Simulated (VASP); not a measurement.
Input of a VASP 6.6.1 run:

File INCAR:

```
SYSTEM = La
ALGO = Normal
EDIFF = 1E-6
ENCUT = 520
GGA = PS
ISIF = 2
ISMEAR = -1
IVDW = 12
LASPH = .TRUE.
LCHARG = .TRUE.
LELF = .TRUE.
LREAL = .FALSE.
LVHAR = .TRUE.
LWAVE = .FALSE.
NBANDS = 30
NELM = 100
PREC = Accurate
SIGMA = 0.05
```

Contents of KPOINTS:

```
k-points
0
G
  7 7 2
  0 0 0
```

File POSCAR:

```
La
1.0
    3.7700000000      0.0000000000      0.0000000000
   -1.8850000000      3.2649200000      0.0000000000
    0.0000000000      0.0000000000     12.1590000000
La
4
Direct
    0.0000000000      0.0000000000      0.0000000000
    0.0000000000      0.0000000000      0.5000000000
    0.3333333333      0.6666666667      0.7500000000
    0.6666666667      0.3333333333      0.2500000000
```

Potentials or basis: VASP PAW PBE potentials, release 64 (La).

Command:

```bash
$ cat potpaw_PBE.64/La/POTCAR > POTCAR
$ mpirun -np 1 vasp_std > vasp.out
```

(1) What does it give for the pressure?

(2) Predict the band gap on the k mesh.

(3) Predict the dispersion energy per atom.

## Answers

(1) -4.5 GPa.

(2) zero (band 22 reaches 8.46 eV, above the bottom of band 23 at 7.53 eV).

(3) -0.497 eV.

Caveat: three body term missing; the PAW data sets were made with another functional, which shifts forces and pressure a little; spin-orbit coupling is left out, which moves the levels of the heavy elements; pairwise dispersion overbinds metals, which lowers pressure and volume.
